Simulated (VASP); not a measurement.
Input of a VASP 6.6.1 run:

The input POSCAR:

```
NbRu
1.0
    3.1300234708      0.0000000000      0.0000000000
    0.0000000000      3.1300234708      0.0000000000
    0.0000000000      0.0000000000      3.1300234708
Nb Ru
1 1
Direct
    0.0000000000      0.0000000000      0.0000000000
    0.5000000000      0.5000000000      0.5000000000
```

The input INCAR.step1:

```
SYSTEM = NbRu
PREC = Accurate
ENCUT = 520
ISMEAR = 1
SIGMA = 0.05
LREAL = .FALSE.
LASPH = .TRUE.
NELM = 60
NBANDS = 20
GGA = PE
ALGO = Normal
EDIFF = 1E-4
LWAVE = .TRUE.
LCHARG = .FALSE.
```

File INCAR.step2:

```
SYSTEM = NbRu
PREC = Accurate
ENCUT = 520
EDIFF = 1E-6
ISMEAR = 1
SIGMA = 0.05
LREAL = .FALSE.
LASPH = .TRUE.
NELM = 60
ALGO = Normal
ISIF = 2
LWAVE = .FALSE.
LCHARG = .TRUE.
METAGGA = R2SCAN
LMIXTAU = .TRUE.
LELF = .TRUE.
LVHAR = .TRUE.
NBANDS = 20
ISTART = 1
```

KPOINTS

```
regular mesh
0
G
  7 7 7
  0 0 0
```

Potentials or basis: VASP PAW PBE potentials, release 64 (Nb_sv, Ru_pv).

Run with:

```sh
$ cat potpaw_PBE.64/Nb_sv/POTCAR potpaw_PBE.64/Ru_pv/POTCAR > POTCAR
$ cp INCAR.step1 INCAR
$ mpirun -np 1 vasp_std > vasp.out
$ cp INCAR.step2 INCAR
$ mpirun -np 1 vasp_std > vasp.out
```

Question: What does it give for the pressure?

Answer: 7.3 GPa.

Caveat: the PAW data sets were made with another functional, which shifts forces and pressure a little.
